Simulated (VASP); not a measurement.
## Ir: single point with LDA

The system is Ir.

```
Ir
1.0
     0.00000   -1.90541   -1.90541
     0.00000    1.90541   -1.90541
     3.81081    0.00000    0.00000
Ir
2
Direct
  0.51511 0.48489 0.47754
  0.98489 0.01511 0.02246
```

This cell differs from its parent crystal: atoms displaced along several vibrational modes.

```
Program                : VASP 6.6.1
Task                   : single point
Functional             : LDA
Potentials or basis    : VASP PAW LDA potentials, release 64 (Ir_sv_GW)
Cutoff                 : 560 eV
k mesh                 : 16 × 16 × 12
Occupations            : gaussian, width 0.15 eV
Spin                   : no spin polarisation
Dipole correction      : no
Further INCAR settings : ALGO = Normal; EDIFF = 1e-06; NBANDS = 24
```

| Quantity | Value |
| --- | --- |
| Pressure | 7.5 GPa |
| Largest force | 2.835 eV/Å |
| Band gap on the k mesh | zero (bands 17 and 18 overlap by 2.83 eV) |

Forces in eV/Å, atoms in the order of the input:
```
Ir   2.607  1.114  0.000
Ir  -2.607 -1.114  0.000
```

Stress tensor (GPa, compression positive):
```
9.67 7.36 0.00
7.36 8.11 0.00
0.00 0.00 4.68
```

Levels at points of the mesh, in eV from the Fermi level:
| k point | band 15 | band 16 | band 17 | band 18 | band 19 | band 20 |
| --- | --- | --- | --- | --- | --- | --- |
| (0.00, 0.00, 0.00) | -1.52 | -1.41 | 0.85 | 1.32 | 1.49 | 2.10 |
| (0.50, 0.00, 0.00) | -3.07 | -2.99 | -1.28 | -0.70 | 2.60 | 3.18 |
| (0.50, 0.50, 0.00) | 1.29 | 1.34 | 1.40 | 1.47 | 1.72 | 2.13 |
| (0.00, 0.00, 0.50) | -2.54 | -1.93 | -1.46 | -1.40 | -0.81 | 0.24 |
| (0.50, 0.00, 0.50) | -0.97 | -0.81 | 0.68 | 0.84 | 0.97 | 1.08 |
| (0.50, 0.50, 0.50) | -1.75 | -1.71 | 1.43 | 1.46 | 7.55 | 8.07 |

Wall time 3.1 min on 1 thread of AMD EPYC 9R45 96-Core Processor (Zen 5), on a shared host, peak memory 0.55 GiB.

Caveat: the cell differs from its parent crystal (atoms displaced along several vibrational modes); the cell stands under pressure; spin-orbit coupling is left out, which moves the levels of the heavy elements; forces of over 1 eV/Å act on the atoms, so gaps and moduli don't describe the material at rest.
